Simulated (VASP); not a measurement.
# AlGa2As3 (P6/mmm) in VASP: notebook

AlGa2As3 is run at these levels: PBE; tasks: single point.

Everything below comes from runs of VASP 6.6.1. Logs are shortened: lines on timing, memory, paths and dates and some standing lists are left out, and cuts for length are marked.

**1. The cell of the first run**

The structure is hexagonal, space group P6/mmm (No. 191). The conventional cell has a = 6.199 Å, b = 6.199 Å, c = 3.567 Å, α = 90.00°, β = 90.00°, γ = 120.00°. Within 4.7 Å of Al (site symmetry 6/mmm) lie 2 Al at 3.57 Å and 12 As at 3.58 Å and 6 Ga at 3.58 Å. Within 3.3 Å of Ga (site symmetry -6m2) lie 6 As at 2.53 Å. As (site symmetry mmm) has 4 Ga at 2.53 Å and 4 As at 3.10 Å within 3.3 Å.

The cell was generated, and may not be a known phase.

**2. Single point, PBE**

The input, INCAR:

```
PREC = Accurate ; ENCUT = 520
EDIFF = 1E-6 ; ISMEAR = 0
SIGMA = 0.1 ; LREAL = False
LASPH = True ; NELM = 80
ALGO = Normal ; ISIF = 2
LWAVE = False ; LCHARG = True
GGA = PE ; LELF = True
LVHAR = True ; NBANDS = 31
```

The input, KPOINTS:

```
regular mesh
0
Gamma
  3 3 6
```

The input, POSCAR:

```
AlGa2As3
1.0
    6.1989793300      0.0000000000      0.0000000000
   -3.0994896700      5.3684735800      0.0000000000
    0.0000000000      0.0000000000      3.5667792900
Al Ga As
1 2 3
Direct
    0.0000000000      0.0000000000      0.5000000000
    0.3333333300      0.6666666700      0.5000000000
    0.6666666700      0.3333333300      0.5000000000
    0.0000000000      0.5000000000      0.0000000000
    0.5000000000      0.0000000000      0.0000000000
    0.5000000000      0.5000000000      0.0000000000
```

Potentials or basis: VASP PAW PBE potentials, release 64 (Al, Ga_d, As).

On the command line:

```
$ cat potpaw_PBE.64/Al/POTCAR potpaw_PBE.64/Ga_d/POTCAR potpaw_PBE.64/As/POTCAR > POTCAR
$ mpirun -np 1 vasp_std > vasp.out
```

OUTCAR:

```text
PREC = Accurate
   ENCUT = 520
   EDIFF = 1E-6
   ISMEAR = 0
   LREAL = False
   LASPH = True
   NELM = 80
   ISIF = 2
   GGA = PE

 ion  position               nearest neighbor table
   1  0.000  0.000  0.500-
   2  0.333  0.667  0.500-   4 2.53   4 2.53   5 2.53   5 2.53   6 2.53   6 2.53
   3  0.667  0.333  0.500-   4 2.53   4 2.53   5 2.53   5 2.53   6 2.53   6 2.53
   4  0.000  0.500  0.000-   2 2.53   3 2.53   2 2.53   3 2.53
   5  0.500  0.000  0.000-   2 2.53   3 2.53   2 2.53   3 2.53
   6  0.500  0.500  0.000-   2 2.53   3 2.53   2 2.53   3 2.53

  LATTYP: Found a hexagonal cell.
 ALAT       =     6.1989793300
 C/A-ratio  =     0.5753817040

  Lattice vectors:

 A1 = (   6.1989793300,   0.0000000000,   0.0000000000)
 A2 = (  -3.0994896700,   5.3684735800,   0.0000000000)
 A3 = (   0.0000000000,   0.0000000000,   3.5667792900)

Analysis of symmetry for initial positions (statically):
=====================================================================
 Subroutine PRICEL returns:
 Original cell was already a primitive cell.

 Routine SETGRP: Setting up the symmetry group for a
 hexagonal supercell.

 Subroutine GETGRP returns: Found 24 space group operations
 (whereof 24 operations were pure point group operations)
 out of a pool of 24 trial point group operations.

The static configuration has the point symmetry D_6h.

Analysis of symmetry for dynamics (positions and initial velocities):
=====================================================================
 Subroutine PRICEL returns:
 Original cell was already a primitive cell.

 Routine SETGRP: Setting up the symmetry group for a
 hexagonal supercell.

 Subroutine GETGRP returns: Found 24 space group operations
 (whereof 24 operations were pure point group operations)
 out of a pool of 24 trial point group operations.

The dynamic configuration has the point symmetry D_6h.

 Subroutine INISYM returns: Found 24 space group operations
 (whereof 24 operations are pure point group operations),
 and found     1 'primitive' translations

----------------------------------------------------------------------------------------

                                     Primitive cell

  volume of cell :     118.6991

  direct lattice vectors                    reciprocal lattice vectors
     6.198979330  0.000000000  0.000000000     0.161316879  0.093136344  0.000000000
    -3.099489670  5.368473580  0.000000000     0.000000000  0.186272687  0.000000000
     0.000000000  0.000000000  3.566779290     0.000000000  0.000000000  0.280364979

  length of vectors
     6.198979330  6.198979335  3.566779290     0.186272687  0.186272687  0.280364979

  position of ions in fractional coordinates (direct lattice)
     0.000000000  0.000000000  0.500000000
     0.333333330  0.666666670  0.500000000
     0.666666670  0.333333330  0.500000000
     0.000000000  0.500000000  0.000000000
     0.500000000  0.000000000  0.000000000
     0.500000000  0.500000000  0.000000000

  ion indices of the primitive-cell ions
   primitive index   ion index
                 1           1
                 2           2
                 3           3
                 4           4
                 5           5
                 6           6

----------------------------------------------------------------------------------------

 KPOINTS: regular mesh

Automatic generation of k-mesh.
 Grid dimensions read from file:
 generate k-points for:    3    3    6

 Generating k-lattice:

  Cartesian coordinates                     Fractional coordinates (reciprocal lattice)
     0.053772293  0.031045448  0.000000000     0.333333333  0.000000000  0.000000000
     0.000000000  0.062090896  0.000000000     0.000000000  0.333333333  0.000000000
     0.000000000  0.000000000  0.046727496     0.000000000  0.000000000  0.166666667

  Length of vectors
     0.062090896  0.062090896  0.046727496

  Shift w.r.t. Gamma in fractional coordinates (k-lattice)
     0.000000000  0.000000000  0.000000000

 Subroutine IBZKPT returns following result:
 ===========================================

 Found     12 irreducible k-points:

 Following reciprocal coordinates:
            Coordinates               Weight
  0.000000  0.000000  0.000000      1.000000
  0.333333  0.000000  0.000000      6.000000
  0.333333  0.333333  0.000000      2.000000
  0.000000  0.000000  0.166667      2.000000
  0.333333  0.000000  0.166667     12.000000
  0.333333  0.333333  0.166667      4.000000
  0.000000  0.000000  0.333333      2.000000
  0.333333  0.000000  0.333333     12.000000
  0.333333  0.333333  0.333333      4.000000
  0.000000  0.000000  0.500000      1.000000
  0.333333  0.000000  0.500000      6.000000
  0.333333  0.333333  0.500000      2.000000
   k-points           NKPTS =     12   k-points in BZ     NKDIM =     12   number of bands    NBANDS=     31
   number of dos      NEDOS =    301   number of ions     NIONS =      6
   total plane-waves  NPLWV =  64512
   dimension x,y,z NGX =    48 NGY =   48 NGZ =   28
   dimension x,y,z NGXF=    96 NGYF=   96 NGZF=   56
   ions per type =               1   2   3
   NGX,Y,Z   is equivalent  to a cutoff of  12.87, 12.87, 13.05 a.u.
   NGXF,Y,Z  is equivalent  to a cutoff of  25.75, 25.75, 26.10 a.u.
 SYSTEM =  unknown system
   PREC   = accura    normal or accurate (medium, high low for compatibility)
   ISTART =      0    job   : 0-new  1-cont  2-samecut
   ICHARG =      2    charge: 1-file 2-atom 10-const
   ISPIN  =      1    spin polarized calculation?
   LNONCOLLINEAR =      F non collinear calculations
   LSORBIT =      F    spin-orbit coupling
   LASPH  =      T    aspherical Exc in radial PAW
   ENCUT  =  520.0 eV  38.22 Ry    6.18 a.u.  11.53 11.53  6.63*2*pi/ulx,y,z
   NELM   =     80;   NELMIN=  2; NELMDL= -5     # of ELM steps
   EDIFF  = 0.1E-05   stopping-criterion for ELM
   LREAL  =      F    real-space projection
   EDIFFG = 0.1E-04   stopping-criterion for IOM
   NSW    =      0    number of steps for IOM
   IBRION =     -1    ionic relax: 0-MD 1-quasi-New 2-CG
   NFREE  =      0    steps in history (QN), initial steepest desc. (CG)
   ISIF   =      2    stress and relaxation
   ISYM   =      2    0-nonsym 1-usesym 2-fastsym
   POTIM  = 0.5000    time-step for ionic-motion
   TEBEG  =    0.0;   TEEND  =   0.0 temperature during run
   PSTRESS=    0.0 pullay stress
   NELECT =      44.0000    total number of electrons
   NUPDOWN=      -1.0000    fix difference up-down
   EMIN   =  10.00;   EMAX   =-10.00  energy-range for DOS
   EFERMI =   0.00;   METHOD = LEGACY
   ISMEAR =     0;   SIGMA  =   0.10  broadening in eV -4-tet -1-fermi 0-gaus
   EFERMI_NEDOS =   21; number of points for ismear=-14 and -15
   IALGO  =     38    algorithm
   IMIX   =      4    mixing-type and parameters
     AMIX     =   0.40;   BMIX     =  1.00
     AMIX_MAG =   1.60;   BMIX_MAG =  1.00
  volume/ion in A,a.u.               =      19.78       133.50
  Fermi-wavevector in a.u.,A,eV,Ry     =   1.176007  2.222331 18.816761  1.382993
  Thomas-Fermi vector in A             =   2.312378
   LORBIT       =      0    0 simple, 1 ext, 2 COOP (PROOUT), +10 PAW based schemes
   GGA     = PE    functional components
   LHFCALC =     F    Hartree Fock is set to
   AEXX    =    0.0000 exact exchange contribution
   IVDW    =     0    specifies the selected vdW correction
   LEPSILON=     F    determine dielectric tensor
   LRPA    =     F    only Hartree local field effects (RPA)
 non-spin polarized calculation
 Gauss-broadening in eV      SIGMA  =   0.10
  energy-cutoff  :      520.00
  volume of cell :      118.70
 maximum number of plane-waves:      3218
 NGX is ok and might be reduce to    48
   NGX = 23   NGY = 23   NGZ = 13

 number of electron      44.0000017 magnetization

 Free energy of the ion-electron system (eV)
  ---------------------------------------------------
  ext. energy  EPLUGINS =         0.00000000
  ---------------------------------------------------
  free energy    TOTEN  =       -20.75452746 eV

  energy without entropy =      -20.73379219  energy(sigma->0) =      -20.74415983

 E-fermi :   5.5593     XC(G=0): -10.3055

 val. band max:        5.5316497031   @ k =   0.3333   0.3333   0.3333
 cond. band min:       5.5674127547   @ k =   0.3333   0.0000   0.3333
 fundamental gap:      0.0357630516
 Fermi energy:         5.5593331068

 k-point     1 :       0.0000    0.0000    0.0000
  band No.  band energies     occupation
      1      -9.5448      2.00000
      2      -9.4438      2.00000
      3      -9.4357      2.00000
      4      -9.4357      2.00000
      5      -9.4282      2.00000
      6      -9.4282      2.00000
[... 23 lines left out ...]
     30      10.1867      0.00000
     31      10.6942      0.00000

 k-point     2 :       0.3333    0.0000    0.0000
  band No.  band energies     occupation
      1      -9.5169      2.00000
      2      -9.4646      2.00000
      3      -9.4446      2.00000
      4      -9.4291      2.00000
      5      -9.4287      2.00000
      6      -9.4194      2.00000
[... 23 lines left out ...]
     30      11.0545      0.00000
     31      11.1313      0.00000

 k-point     3 :       0.3333    0.3333    0.0000
  band No.  band energies     occupation
      1      -9.4879      2.00000
      2      -9.4879      2.00000
      3      -9.4533      2.00000
      4      -9.4301      2.00000
      5      -9.4081      2.00000
      6      -9.4081      2.00000
[... 23 lines left out ...]
     30      12.2124      0.00000
     31      12.2126      0.00000

 k-point     4 :       0.0000    0.0000    0.1667
  band No.  band energies     occupation
      1      -9.4818      2.00000
      2      -9.4818      2.00000
      3      -9.4783      2.00000
      4      -9.4129      2.00000
      5      -9.4129      2.00000
      6      -9.4101      2.00000
[... 23 lines left out ...]
     30      11.0672      0.00000
     31      11.3736      0.00000

 k-point     5 :       0.3333    0.0000    0.1667
  band No.  band energies     occupation
      1      -9.4841      2.00000
      2      -9.4762      2.00000
      3      -9.4703      2.00000
      4      -9.4220      2.00000
      5      -9.4162      2.00000
      6      -9.4136      2.00000
[... 23 lines left out ...]
     30      11.2955      0.00000
     31      11.8414      0.00000

 k-point     6 :       0.3333    0.3333    0.1667
  band No.  band energies     occupation
      1      -9.4866      2.00000
      2      -9.4685      2.00000
      3      -9.4685      2.00000
      4      -9.4306      2.00000
      5      -9.4176      2.00000
      6      -9.4176      2.00000
[... 23 lines left out ...]
     30       9.8188      0.00000
     31      11.9840      0.00000

 k-point     7 :       0.0000    0.0000    0.3333
  band No.  band energies     occupation
      1      -9.5462      2.00000
      2      -9.5462      2.00000
      3      -9.4308      2.00000
      4      -9.4308      2.00000
      5      -9.4055      2.00000
      6      -9.4055      2.00000
[... 23 lines left out ...]
     30      11.9164      0.00000
     31      12.4683      0.00000

 k-point     8 :       0.3333    0.0000    0.3333
  band No.  band energies     occupation
      1      -9.5505      2.00000
      2      -9.5328      2.00000
      3      -9.4652      2.00000
      4      -9.4274      2.00000
      5      -9.4145      2.00000
      6      -9.4073      2.00000
[... 23 lines left out ...]
     30      11.3644      0.00000
     31      11.6499      0.00000

 k-point     9 :       0.3333    0.3333    0.3333
  band No.  band energies     occupation
      1      -9.5552      2.00000
      2      -9.5029      2.00000
      3      -9.5029      2.00000
      4      -9.4242      2.00000
      5      -9.4233      2.00000
      6      -9.3910      2.00000
[... 23 lines left out ...]
     30      11.1303      0.00000
     31      11.1303      0.00000

 k-point    10 :       0.0000    0.0000    0.5000
  band No.  band energies     occupation
      1      -9.5753      2.00000
      2      -9.5753      2.00000
      3      -9.4465      2.00000
      4      -9.4465      2.00000
      5      -9.4029      2.00000
      6      -9.4029      2.00000
[... 23 lines left out ...]
     30      11.1275      0.00000
     31      12.8497      0.00000

 k-point    11 :       0.3333    0.0000    0.5000
  band No.  band energies     occupation
      1      -9.5810      2.00000
      2      -9.5598      2.00000
      3      -9.4814      2.00000
      4      -9.4422      2.00000
      5      -9.4113      2.00000
      6      -9.4038      2.00000
[... 23 lines left out ...]
     30      11.6561      0.00000
     31      12.3955      0.00000

 k-point    12 :       0.3333    0.3333    0.5000
  band No.  band energies     occupation
      1      -9.5872      2.00000
      2      -9.5245      2.00000
      3      -9.5245      2.00000
      4      -9.4382      2.00000
      5      -9.4192      2.00000
      6      -9.3877      2.00000
[... 23 lines left out ...]
     30      11.5659      0.00000
     31      11.5856      0.00000

------------------------ aborting loop because EDIFF is reached ----------------------------------------

  FORCE on cell =-STRESS in cart. coord.  units (eV):
  Direction    XX          YY          ZZ          XY          YZ          ZX
  --------------------------------------------------------------------------------------
  -------------------------------------------------------------------------------------
  Total        8.4266923      8.4266923      6.9698381     -0.0000000      0.0000000      0.0000000
  in kB      113.7418983    113.7418984     94.0775567     -0.0000001      0.0000000      0.0000000
  external PRESSURE =     107.1871178 kB  Pullay stress =       0.0000000 kB

 VOLUME and BASIS-vectors are now :
 -----------------------------------------------------------------------------
  energy-cutoff  :      520.00
  volume of cell :      118.70
      direct lattice vectors                 reciprocal lattice vectors
     6.198979330  0.000000000  0.000000000     0.161316879  0.093136344  0.000000000
    -3.099489670  5.368473580  0.000000000     0.000000000  0.186272687  0.000000000
     0.000000000  0.000000000  3.566779290     0.000000000  0.000000000  0.280364979

 POSITION                                       TOTAL-FORCE (eV/Angst)
 -----------------------------------------------------------------------------------
      0.00000      0.00000      1.78339         0.000000      0.000000      0.000000
     -0.00000      3.57898      1.78339        -0.000000      0.000000      0.000000
      3.09949      1.78949      1.78339         0.000000      0.000000      0.000000
     -1.54974      2.68424      0.00000         0.000000      0.000000      0.000000
      3.09949      0.00000      0.00000         0.000000      0.000000      0.000000
      1.54974      2.68424      0.00000         0.000000      0.000000      0.000000
 -----------------------------------------------------------------------------------
    total drift:                               -0.000000      0.000000      0.000000

  FREE ENERGIE OF THE ION-ELECTRON SYSTEM (eV)
  ---------------------------------------------------
  free  energy   TOTEN  =       -20.7545274614 eV

  energy  without entropy=      -20.7337921906  energy(sigma->0) =      -20.74415983
```

Run time: 31 s. Hardware: 1 thread of AMD EPYC 9R45 (Zen 5), shared host; peak memory 0.22 GiB.

Results:

```yaml
Free_energy: -20.7545 eV
Pressure: 10.7 GPa
Band_gap_on_the_k_mesh: zero (bands 22 and 23 overlap by 1.70 eV)
```

Caveat: the k points lie up to 0.39 Å⁻¹ apart, too coarse for converged energies and pressures of a metal.

[end of part 1 of 2]

The gap in the log of VASP goes by the Fermi energy; the results here count the filled bands.